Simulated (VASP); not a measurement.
Set up this calculation in VASP 6.6.1, as the native input.

```yaml
Task: electric field gradients
Functional: PBEsol
Potentials_or_basis: VASP PAW PBE potentials, release 64 (Na_pv, Cl)
Cutoff: 520 eV
k_mesh: 9 × 9 × 9
Occupations: fermi-dirac, width 0.03 eV
Spin: no spin polarisation
Dipole_correction: no
Further_INCAR_settings: ALGO = Normal; EDIFF = 1e-08; NBANDS = 14
```

The structure of NaCl lies in POSCAR:

```
NaCl
1.0
    2.8016162709      0.0000000000      0.0000000000
    0.0000000000      2.8016162709      0.0000000000
    0.0000000000      0.0000000000      2.8016162709
Na Cl
1 1
Direct
    0.0000000000      0.0000000000      0.0000000000
    0.5000000000      0.5000000000      0.5000000000
```

One way to write it, as run:

INCAR

```
PREC = Accurate
ENCUT = 520
EDIFF = 1E-8
ISMEAR = -1
SIGMA = 0.03
LREAL = F
LASPH = T
NELM = 100
ALGO = Normal
ISIF = 2
LWAVE = F
LCHARG = F
GGA = PS
LEFG = T
NBANDS = 14
```

KPOINTS

```
regular mesh
0
Gamma
  9 9 9
```

Potentials or basis: VASP PAW PBE potentials, release 64 (Na_pv, Cl).

The run is started by

```console
$ cat potpaw_PBE.64/Na_pv/POTCAR potpaw_PBE.64/Cl/POTCAR > POTCAR
$ mpirun -np 1 vasp_std > vasp.out
```

It gave:

| Quantity | Value |
| --- | --- |
| Pressure | 77.0 GPa |
| Band gap on the k mesh | 4.31 eV |
| Largest electric field gradient by atom | zero within the noise of the run |

Caveat: the cell stands under pressure; the PAW data sets were made with another functional, which shifts forces and pressure a little; an odd mesh through Γ misses points on the zone boundary, where band edges can lie.

Run time: 15 s on 1 thread of Intel Xeon 8259CL, on a shared host, peak memory 0.13 GiB.
